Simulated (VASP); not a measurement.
# Co in VASP: further runs

Co is run at these levels: PBE; tasks: single point, relaxation of shape and atoms at fixed volume.

All numbers are computed with VASP 6.6.1; they aren't measurements. Logs are shortened: lines on timing, memory, paths and dates and some standing lists are left out, and cuts for length are marked.

### 1 The cell of the first run

Symmetry: P-3m1, No. 164, trigonal system. The conventional cell has a = 2.487 Å, b = 2.487 Å, c = 4.063 Å, α = 90.00°, β = 90.00°, γ = 120.00°. Co (site symmetry 3m) has 12 Co at 2.42 to 2.55 Å within 3.2 Å.

### 2 Single point, PBE, collinear spin, ferromagnetic start

Input file INCAR:

```
PREC = Accurate
ENCUT = 520
EDIFF = 1E-7
ISMEAR = 0
SIGMA = 0.1
LREAL = F
LASPH = T
NELM = 150
ALGO = Normal
ISIF = 2
LWAVE = F
LCHARG = F
ISPIN = 2
MAGMOM = 1.84 1.84
LORBIT = 11
LMAXMIX = 4
GGA = PE
NBANDS = 20
```

Input file KPOINTS:

```
regular mesh
0
Gamma
  18 18 10
```

Input file POSCAR:

```
Co
1.0
    2.4873648738      0.0000000000      0.0000000000
   -1.2436824369      2.1541211692      0.0000000000
    0.0000000000      0.0000000000      4.0632895034
Co
2
Direct
    0.6666666700      0.3333333300      0.2598610000
    0.3333333300      0.6666666700      0.7401390000
```

Potentials or basis: VASP PAW PBE potentials, release 64 (Co).

Run with:

```
> cat potpaw_PBE.64/Co/POTCAR > POTCAR
> mpirun -np 1 vasp_std > vasp.out
```

OUTCAR:

```text
PREC = Accurate
   ENCUT = 520
   EDIFF = 1E-7
   ISMEAR = 0
   LREAL = F
   LASPH = T
   NELM = 150
   ISIF = 2
   ISPIN = 2
   LORBIT = 11
   GGA = PE

 ion  position               nearest neighbor table
   1  0.667  0.333  0.260-   2 2.42   2 2.42   2 2.42   2 2.55   2 2.55   2 2.55
   2  0.333  0.667  0.740-   1 2.42   1 2.42   1 2.42   1 2.55   1 2.55   1 2.55

  LATTYP: Found a hexagonal cell.
 ALAT       =     2.4873648738
 C/A-ratio  =     1.6335719565

  Lattice vectors:

 A1 = (   2.4873648738,   0.0000000000,   0.0000000000)
 A2 = (  -1.2436824369,   2.1541211692,   0.0000000000)
 A3 = (   0.0000000000,   0.0000000000,   4.0632895034)

Analysis of symmetry for initial positions (statically):
=====================================================================
 Subroutine PRICEL returns:
 Original cell was already a primitive cell.

 Routine SETGRP: Setting up the symmetry group for a
 hexagonal supercell.

 Subroutine GETGRP returns: Found 12 space group operations
 (whereof 12 operations were pure point group operations)
 out of a pool of 24 trial point group operations.

The static configuration has the point symmetry D_3d.

Analysis of symmetry for dynamics (positions and initial velocities):
=====================================================================
 Subroutine PRICEL returns:
 Original cell was already a primitive cell.

 Routine SETGRP: Setting up the symmetry group for a
 hexagonal supercell.

 Subroutine GETGRP returns: Found 12 space group operations
 (whereof 12 operations were pure point group operations)
 out of a pool of 24 trial point group operations.

The dynamic configuration has the point symmetry D_3d.

Analysis of structural, dynamic, and magnetic symmetry:
=====================================================================
 Subroutine PRICEL returns:
 Original cell was already a primitive cell.

 Routine SETGRP: Setting up the symmetry group for a
 hexagonal supercell.

 Subroutine GETGRP returns: Found 12 space group operations
 (whereof 12 operations were pure point group operations)
 out of a pool of 24 trial point group operations.

The overall configuration has the point symmetry D_3d.

 Subroutine INISYM returns: Found 12 space group operations
 (whereof 12 operations are pure point group operations),
 and found     1 'primitive' translations

----------------------------------------------------------------------------------------

                                     Primitive cell

  volume of cell :      21.7715

  direct lattice vectors                    reciprocal lattice vectors
     2.487364874  0.000000000  0.000000000     0.402031889  0.232113220  0.000000000
    -1.243682437  2.154121169  0.000000000     0.000000000  0.464226439  0.000000000
     0.000000000  0.000000000  4.063289503     0.000000000  0.000000000  0.246106018

  length of vectors
     2.487364874  2.487364874  4.063289503     0.464226439  0.464226439  0.246106018

  position of ions in fractional coordinates (direct lattice)
     0.666666670  0.333333330  0.259861000
     0.333333330  0.666666670  0.740139000

  ion indices of the primitive-cell ions
   primitive index   ion index
                 1           1
                 2           2

----------------------------------------------------------------------------------------

 KPOINTS: regular mesh

Automatic generation of k-mesh.
 Grid dimensions read from file:
 generate k-points for:   18   18   10

 Generating k-lattice:

  Cartesian coordinates                     Fractional coordinates (reciprocal lattice)
     0.022335105  0.012895179  0.000000000     0.055555556  0.000000000  0.000000000
     0.000000000  0.025790358  0.000000000     0.000000000  0.055555556  0.000000000
     0.000000000  0.000000000  0.024610602     0.000000000  0.000000000  0.100000000

  Length of vectors
     0.025790358  0.025790358  0.024610602

  Shift w.r.t. Gamma in fractional coordinates (k-lattice)
     0.000000000  0.000000000  0.000000000

 Subroutine IBZKPT returns following result:
 ===========================================

 Found    330 irreducible k-points:

 Following reciprocal coordinates:
            Coordinates               Weight
  0.000000  0.000000  0.000000      1.000000
  0.055556 -0.000000  0.000000      6.000000
  0.111111 -0.000000  0.000000      6.000000
  0.166667  0.000000  0.000000      6.000000
  0.222222  0.000000  0.000000      6.000000
  0.277778  0.000000  0.000000      6.000000
[... 16 lines left out ...]
  0.333333  0.111111  0.000000     12.000000
  0.388889  0.111111  0.000000     12.000000
 [... further k-points ...]
   k-points           NKPTS =    330   k-points in BZ     NKDIM =    330   number of bands    NBANDS=     20
   number of dos      NEDOS =    301   number of ions     NIONS =      2
   total plane-waves  NPLWV =   9720
   dimension x,y,z NGX =    18 NGY =   18 NGZ =   30
   dimension x,y,z NGXF=    36 NGYF=   36 NGZF=   60
   ions per type =               2
   NGX,Y,Z   is equivalent  to a cutoff of  12.03, 12.03, 12.27 a.u.
   NGXF,Y,Z  is equivalent  to a cutoff of  24.06, 24.06, 24.55 a.u.
 SYSTEM =  unknown system
   PREC   = accura    normal or accurate (medium, high low for compatibility)
   ISTART =      0    job   : 0-new  1-cont  2-samecut
   ICHARG =      2    charge: 1-file 2-atom 10-const
   ISPIN  =      2    spin polarized calculation?
   LNONCOLLINEAR =      F non collinear calculations
   LSORBIT =      F    spin-orbit coupling
   LASPH  =      T    aspherical Exc in radial PAW
   ENCUT  =  520.0 eV  38.22 Ry    6.18 a.u.   4.62  4.62  7.56*2*pi/ulx,y,z
   NELM   =    150;   NELMIN=  2; NELMDL= -5     # of ELM steps
   EDIFF  = 0.1E-06   stopping-criterion for ELM
   LREAL  =      F    real-space projection
   EDIFFG = 0.1E-05   stopping-criterion for IOM
   NSW    =      0    number of steps for IOM
   IBRION =     -1    ionic relax: 0-MD 1-quasi-New 2-CG
   NFREE  =      0    steps in history (QN), initial steepest desc. (CG)
   ISIF   =      2    stress and relaxation
   ISYM   =      2    0-nonsym 1-usesym 2-fastsym
   POTIM  = 0.5000    time-step for ionic-motion
   TEBEG  =    0.0;   TEEND  =   0.0 temperature during run
   PSTRESS=    0.0 pullay stress
   NELECT =      18.0000    total number of electrons
   NUPDOWN=      -1.0000    fix difference up-down
   EMIN   =  10.00;   EMAX   =-10.00  energy-range for DOS
   EFERMI =   0.00;   METHOD = LEGACY
   ISMEAR =     0;   SIGMA  =   0.10  broadening in eV -4-tet -1-fermi 0-gaus
   EFERMI_NEDOS =   21; number of points for ismear=-14 and -15
   IALGO  =     38    algorithm
   IMIX   =      4    mixing-type and parameters
     AMIX     =   0.40;   BMIX     =  1.00
     AMIX_MAG =   1.60;   BMIX_MAG =  1.00
  volume/ion in A,a.u.               =      10.89        73.46
  Fermi-wavevector in a.u.,A,eV,Ry     =   1.536514  2.903591 32.121660  2.360875
  Thomas-Fermi vector in A             =   2.643152
   LORBIT       =     11    0 simple, 1 ext, 2 COOP (PROOUT), +10 PAW based schemes
   GGA     = PE    functional components
   LHFCALC =     F    Hartree Fock is set to
   AEXX    =    0.0000 exact exchange contribution
   IVDW    =     0    specifies the selected vdW correction
   LEPSILON=     F    determine dielectric tensor
   LRPA    =     F    only Hartree local field effects (RPA)
 spin polarized calculation
 Gauss-broadening in eV      SIGMA  =   0.10
  energy-cutoff  :      520.00
  volume of cell :       21.77
 maximum number of plane-waves:       602
   NGX =  9   NGY =  9   NGZ = 15

 number of electron      17.9999996 magnetization       3.2035806

 Free energy of the ion-electron system (eV)
  ---------------------------------------------------
  ext. energy  EPLUGINS =         0.00000000
  ---------------------------------------------------
  free energy    TOTEN  =       -14.05610709 eV

  energy without entropy =      -14.04795656  energy(sigma->0) =      -14.05203182

 E-fermi :  10.2371     XC(G=0): -13.3804

 val. band max:       10.2352922830   @ k =   0.1667   0.0556   0.2000
 cond. band min:      10.2378812942   @ k =   0.1111   0.0556   0.3000
 fundamental gap:      0.0025890111
 Fermi energy:        10.2371346039

 spin component 1

 k-point     1 :       0.0000    0.0000    0.0000
  band No.  band energies     occupation
      1       1.3243      1.00000
      2       5.0774      1.00000
      3       7.5638      1.00000
      4       7.6132      1.00000
      5       7.6132      1.00000
      6       7.9075      1.00000
[... 12 lines left out ...]
     19      36.2493      0.00000
     20      36.2493      0.00000
[... 507 lines left out ...]
 k-point    24 :       0.3889    0.1111    0.0000
  band No.  band energies     occupation
      1       5.5487      1.00000
      2       5.7089      1.00000
      3       5.8580      1.00000
      4       7.3226      1.00000
      5       7.4250      1.00000
      6       7.6742      1.00000
[... 12 lines left out ...]
     19      32.7042      0.00000
     20      35.1946      0.00000

 [... further k-points ...]

 spin component 2

 k-point     1 :       0.0000    0.0000    0.0000
  band No.  band energies     occupation
      1       1.3122      1.00000
      2       5.9962      1.00000
      3       9.1403      1.00000
      4       9.2462      1.00000
      5       9.2462      1.00000
      6       9.5553      1.00000
[... 12 lines left out ...]
     19      36.5312      0.00000
     20      36.5312      0.00000
[... 507 lines left out ...]
 k-point    24 :       0.3889    0.1111    0.0000
  band No.  band energies     occupation
      1       6.3200      1.00000
      2       6.9103      1.00000
      3       7.0780      1.00000
      4       8.1499      1.00000
      5       9.0193      1.00000
      6       9.2013      1.00000
[... 12 lines left out ...]
     19      33.0175      0.00000
     20      35.5336      0.00000

 [... further k-points ...]

------------------------ aborting loop because EDIFF is reached ----------------------------------------

  FORCE on cell =-STRESS in cart. coord.  units (eV):
  Direction    XX          YY          ZZ          XY          YZ          ZX
  --------------------------------------------------------------------------------------
  -------------------------------------------------------------------------------------
  Total        0.0075617      0.0075617     -0.2080978      0.0000000      0.0000000      0.0000000
  in kB        0.5564700      0.5564700    -15.3140734      0.0000000      0.0000000      0.0000000
  external PRESSURE =      -4.7337111 kB  Pullay stress =       0.0000000 kB

 VOLUME and BASIS-vectors are now :
 -----------------------------------------------------------------------------
  energy-cutoff  :      520.00
  volume of cell :       21.77
      direct lattice vectors                 reciprocal lattice vectors
     2.487364874  0.000000000  0.000000000     0.402031889  0.232113220  0.000000000
    -1.243682437  2.154121169  0.000000000     0.000000000  0.464226439  0.000000000
     0.000000000  0.000000000  4.063289503     0.000000000  0.000000000  0.246106018

 POSITION                                       TOTAL-FORCE (eV/Angst)
 -----------------------------------------------------------------------------------
      1.24368      0.71804      1.05589        -0.000000      0.000000     -0.491916
     -0.00000      1.43608      3.00740         0.000000      0.000000      0.491916
 -----------------------------------------------------------------------------------
    total drift:                                0.000000      0.000000     -0.000000

  FREE ENERGIE OF THE ION-ELECTRON SYSTEM (eV)
  ---------------------------------------------------
  free  energy   TOTEN  =       -14.0561070864 eV

  energy  without entropy=      -14.0479565617  energy(sigma->0) =      -14.05203182

 total charge

# of ion       s       p       d       tot
------------------------------------------
    1        0.489   0.521   7.264   8.273
    2        0.489   0.521   7.264   8.273
--------------------------------------------------
tot          0.977   1.041  14.528  16.546

 magnetization (x)

# of ion       s       p       d       tot
------------------------------------------
    1       -0.015  -0.056   1.693   1.622
    2       -0.015  -0.056   1.693   1.622
--------------------------------------------------
tot         -0.030  -0.112   3.387   3.245
```

Wall time 3.5 min (1 thread of Intel Xeon Platinum 8488C (Sapphire Rapids), shared host); peak memory 0.29 GiB.

What came out:

- Free energy: -14.0561 eV
- Pressure: -0.5 GPa
- Largest force: 0.492 eV/Å
- Net moment: 3.20 μB per cell
- Site moments: Co +1.62 μB
- Valence electrons inside the program's atomic spheres: Co 8.27

Forces in eV/Å, atoms in the order of the input:
```
Co   0.000  0.000 -0.492
Co   0.000  0.000  0.492
```

### 3 Relaxation of shape and atoms at fixed volume, PBE, collinear spin, ferromagnetic start (9.87 Å³/atom)

This run uses another cell than the first one, of 9.87 Å³/atom.

Input file INCAR:

```
PREC     = Accurate       # precision mode
ENCUT    = 600            # plane-wave cutoff, eV
EDIFF    = 1E-6           # SCF threshold, eV
ISMEAR   = 0              # smearing method
SIGMA    = 0.1            # smearing width, eV
LREAL    = False          # projectors in reciprocal space
LASPH    = True           # aspherical terms in the spheres
NELM     = 150            # most SCF steps
ALGO     = Fast           # electronic algorithm
ISIF     = 4              # what is computed and relaxed
LWAVE    = False          # write WAVECAR
LCHARG   = False          # write CHGCAR
ISPIN    = 2              # spin polarisation
MAGMOM   = 1.84 1.84      # initial moments
LORBIT   = 11             # projections on sites
LMAXMIX  = 4              # l up to which the mixer works
GGA      = PE             # functional
IBRION   = 2              # ionic algorithm
NSW      = 50             # ionic steps
EDIFFG   = -0.01          # ionic threshold
```

KPOINTS is that of step 2.

Input file POSCAR:

```
Co
1.0
    2.4162460154      0.0000000000      0.0000000000
   -1.2081230077      2.0925304312      0.0000000000
    0.0000000000      0.0000000000      3.9049372656
Co
2
Direct
    0.6666666667      0.3333333333      0.2500000000
    0.3333333333      0.6666666667      0.7500000000
```

Potentials or basis: VASP PAW PBE potentials, release 64 (Co).

Run with:

```
> cat potpaw_PBE.64/Co/POTCAR > POTCAR
> mpirun -np 1 vasp_std > vasp.out
```

Run time: 91 s. Hardware: 1 thread of AMD EPYC 9R45 (Zen 5), shared host; peak memory 0.21 GiB.

The run converged. Its results:

```
Free energy                                           : -13.9443 eV
Energy gained by relaxing                             : 0.0 meV/atom
Ionic steps                                           : 2
Pressure after relaxing                               : 24.3 GPa
Net moment                                            : 3.09 μB per cell
Site moments                                          : Co +1.54 μB
Valence electrons inside the program's atomic spheres : Co 8.47
```

Final structure:
```
CELL_PARAMETERS angstrom
2.41695 0.00000 0.00000
-1.20848 2.09314 0.00000
0.00000 0.00000 3.90265
ATOMIC_POSITIONS crystal
Co 0.66667 0.33333 0.25000
Co 0.33333 0.66667 0.75000
```

Levels at points of the mesh, in eV from the Fermi level:
Spin up:
```
           k point  band 8  band 9  band 10  band 11  band 12  band 13
(0.00, 0.00, 0.00)   -1.94   -1.94    -0.66    -0.66    -0.08     7.29
(0.50, 0.00, 0.00)   -0.51   -0.39    -0.34     1.61     3.85    10.51
(0.00, 0.00, 0.50)   -2.78   -1.02    -1.02    -1.02    -1.02    16.21
(0.50, 0.00, 0.50)   -0.97   -0.41    -0.41     1.80     1.80     8.18
```
Spin down:
```csv
k point,band 4,band 5,band 6,band 7,band 8,band 9,band 10,band 11
"(0.00, 0.00, 0.00)",-1.14,-1.14,-0.71,-0.71,-0.24,-0.24,-0.11,1.15
"(0.50, 0.00, 0.00)",-2.03,-1.33,-1.20,-0.72,1.30,1.46,1.50,2.84
"(0.00, 0.00, 0.50)",-1.76,-1.21,-1.21,-1.21,-1.21,0.77,0.77,0.77
"(0.50, 0.00, 0.50)",-2.73,-0.12,-0.12,0.27,0.27,1.42,1.42,2.45
```

### 4 Relaxation of shape and atoms at fixed volume, PBE, collinear spin, ferromagnetic start (10.52 Å³/atom)

This run uses another cell than the first one, of 10.52 Å³/atom.

Input file INCAR:

```
SYSTEM = Co
PREC     = Accurate       ! precision mode
ENCUT    = 600            ! plane-wave cutoff, eV
EDIFF    = 1E-6           ! SCF threshold, eV
ISMEAR   = 0              ! smearing method
SIGMA    = 0.1            ! smearing width, eV
LREAL    = .FALSE.        ! projectors in reciprocal space
LASPH    = .TRUE.         ! aspherical terms in the spheres
NELM     = 150            ! most SCF steps
ALGO     = Normal         ! electronic algorithm
ISIF     = 4              ! what is computed and relaxed
LWAVE    = .FALSE.        ! write WAVECAR
LCHARG   = .FALSE.        ! write CHGCAR
ISPIN    = 2              ! spin polarisation
MAGMOM   = 1.84 1.84      ! initial moments
LORBIT   = 11             ! projections on sites
LMAXMIX  = 4              ! l up to which the mixer works
GGA      = PE             ! functional
IBRION   = 2              ! ionic algorithm
NSW      = 50             ! ionic steps
EDIFFG   = -0.01          ! ionic threshold
```

Input file KPOINTS:

```
regular mesh
0
G
  18 18 10
  0 0 0
```

Input file POSCAR:

```
Co
1.0
    2.4669700449      0.0000000000      0.0000000000
   -1.2334850224      2.1364587292      0.0000000000
    0.0000000000      0.0000000000      3.9929967120
Co
2
Direct
    0.6666666667      0.3333333333      0.2499980500
    0.3333333333      0.6666666667      0.7500019500
```

Run with:

```
> cat potpaw_PBE.64/Co/POTCAR > POTCAR
> mpirun -np 1 vasp_std > vasp.out
```

It took 2.4 min on 1 thread of Oxide Virtual Turin-like, shared host; peak memory 0.21 GiB.

The run converged. Its results:

| Property | Result |
| --- | --- |
| Free energy | -14.0646 eV |
| Energy gained by relaxing | 0.0 meV/atom |
| Ionic steps | 2 |
| Pressure after relaxing | 6.2 GPa |
| Net moment | 3.16 μB per cell |
| Site moments | Co +1.59 μB |
| Valence electrons inside the program's atomic spheres | Co 8.34 |

Final structure:
```yaml
crystal:
  lattice:
    - [2.46796, 0.00000, 0.00000]
    - [-1.23398, 2.13731, 0.00000]
    - [0.00000, 0.00000, 3.98980]
  atoms:
    - { symbol: Co, position: [0.66667, 0.33333, 0.25000] }
    - { symbol: Co, position: [0.33333, 0.66667, 0.75000] }
```

Levels at points of the mesh, in eV from the Fermi level:
Spin up:
| k point | band 9 | band 10 | band 11 | band 12 | band 13 | band 14 |
| --- | --- | --- | --- | --- | --- | --- |
| (0.00, 0.00, 0.00) | -1.93 | -0.78 | -0.78 | -0.07 | 6.65 | 22.24 |
| (0.50, 0.00, 0.00) | -0.54 | -0.48 | 1.40 | 3.49 | 9.95 | 10.64 |
| (0.00, 0.00, 0.50) | -1.10 | -1.10 | -1.10 | -1.10 | 15.40 | 15.40 |
| (0.50, 0.00, 0.50) | -0.54 | -0.54 | 1.66 | 1.66 | 7.55 | 7.55 |
Spin down:
| k point | band 3 | band 4 | band 5 | band 6 | band 7 | band 8 | band 9 | band 10 | band 11 | band 12 |
| --- | --- | --- | --- | --- | --- | --- | --- | --- | --- | --- |
| (0.00, 0.00, 0.00) | -1.04 | -1.01 | -1.01 | -0.63 | -0.63 | -0.19 | -0.19 | -0.14 | 1.08 | 1.08 |
| (0.50, 0.00, 0.00) | -3.39 | -1.91 | -1.18 | -1.08 | -0.65 | 1.21 | 1.35 | 1.39 | 2.62 | 4.45 |
| (0.00, 0.00, 0.50) | -1.61 | -1.61 | -1.08 | -1.08 | -1.08 | -1.08 | 0.73 | 0.73 | 0.73 | 0.73 |
| (0.50, 0.00, 0.50) | -2.48 | -2.48 | -0.08 | -0.08 | 0.25 | 0.25 | 1.32 | 1.32 | 2.28 | 2.28 |

### 5 Summary

| task | cell | cutoff (eV) | gap on the mesh (eV) | pressure (GPa) | moment (μB) |
| --- | --- | --- | --- | --- | --- |
| single point | a = 2.487, b = 2.487, c = 4.063 Å, angles 90.0, 90.0, 120.0°, 2 atoms, atomic positions A | 520 | none | -0.5 | 3.20 |
| relaxation of shape and atoms at fixed volume | relaxed from a = 2.416, b = 2.416, c = 3.905 Å, angles 90.0, 90.0, 120.0°, 2 atoms, atomic positions B | 600 | none | 24.3 | 3.09 |
| relaxation of shape and atoms at fixed volume | relaxed from a = 2.467, b = 2.467, c = 3.993 Å, angles 90.0, 90.0, 120.0°, 2 atoms, atomic positions B | 600 | none | 6.2 | 3.16 |

Alike in all rows: level PBE; potentials or basis VASP PAW PBE potentials, release 64 (Co); spin collinear, ferromagnetic start; k mesh 18 × 18 × 10; smearing gaussian 0.1 eV.

Absolute energies hang on the potentials; compare differences alone.
